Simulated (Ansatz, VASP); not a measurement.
# Ni: VASP beside Ansatz

```
CELL_PARAMETERS angstrom
4.41270 0.00000 0.00000
0.00000 4.41270 0.00000
0.00000 0.00000 4.41270
ATOMIC_POSITIONS crystal
Ni 0.50000 0.50000 0.50000
Ni 0.00000 0.00000 0.00000
Ni 0.25000 0.00000 0.50000
Ni 0.50000 0.25000 0.00000
Ni 0.50000 0.75000 0.00000
Ni 0.75000 0.00000 0.50000
Ni 0.00000 0.50000 0.75000
Ni 0.00000 0.50000 0.25000
```

Alike in both runs: task relaxation of cell and atoms; functional PBE; k mesh 4 × 4 × 4; occupations gaussian, width 0.1 eV; collinear spin.

|  | VASP | Ansatz |
| --- | --- | --- |
| version | VASP 6.6.1 | Ansatz 0.2.0 |
| potentials or method | VASP PAW PBE potentials, release 64 (Ni), cutoff 600 eV | scalar-relativistic, plane waves, PAW |
| valence electrons in the cell | 80 | 144 |

Ansatz gave:

```
gap on the k mesh at the Fermi level, each at its own relaxed structure (eV) : none
net moment per atom (μB)                                                     : 0.62
size of the moment on the site where the two differ most (μB)                : 0.65
relaxed volume (Å³/atom)                                                     : 11.15
relaxed cell length with the largest relative difference (Å)                 : 4.468
```

Question: Estimate VASP's values.

Answer: gap on the k mesh at the Fermi level, each at its own relaxed structure (eV): none; net moment per atom (μB): 0.60; size of the moment on the site where the two differ most (μB): 0.60; relaxed volume (Å³/atom): 11.15; relaxed cell length with the largest relative difference (Å): 4.468.

Site moments also hang on the region over which each program counts them. A gap of «none» marks a metal or a gap that the smearing closes. VASP's potentials hold 80 valence electrons a cell and Ansatz's 144, so a difference there can come from the potentials and not from the codes.
